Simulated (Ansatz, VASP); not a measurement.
**Two plane-wave programs on LaLuAs2**

```xyz
4
Lattice="4.2233 0.0000 0.0000 0.0000 4.2233 0.0000 0.0000 0.0000 5.9521" Properties=species:S:1:pos:R:3 pbc="T T T"
La    0.0000    0.0000    0.0000
As    0.0000    0.0000    2.9761
As    2.1116    2.1116    0.0000
Lu    2.1116    2.1116    2.9761
```

Alike in both runs: task single point; functional PBE; k mesh 6 × 6 × 4; occupations fermi-dirac, width 0.02 eV; no spin polarisation.

|  | VASP | Ansatz |
| --- | --- | --- |
| version | VASP 6.6.1 | Ansatz 0.2.0 |
| potentials or method | VASP PAW PBE potentials, release 64 (La, As, Lu) | plane waves, PAW |
| plane-wave cutoff (eV) | 520 | 420 |
| valence electrons in the cell | 46 | 66 |

|  | VASP | Ansatz | Ansatz less VASP |
| --- | --- | --- | --- |
| pressure (GPa) | 0.3 | 0.2 | -0.08 |

With one functional, cell and mesh, what is left measures potentials, basis and numerics. VASP's potentials hold 46 valence electrons a cell and Ansatz's 66, so a difference there can come from the potentials and not from the codes.

Neither program's run includes spin-orbit coupling.
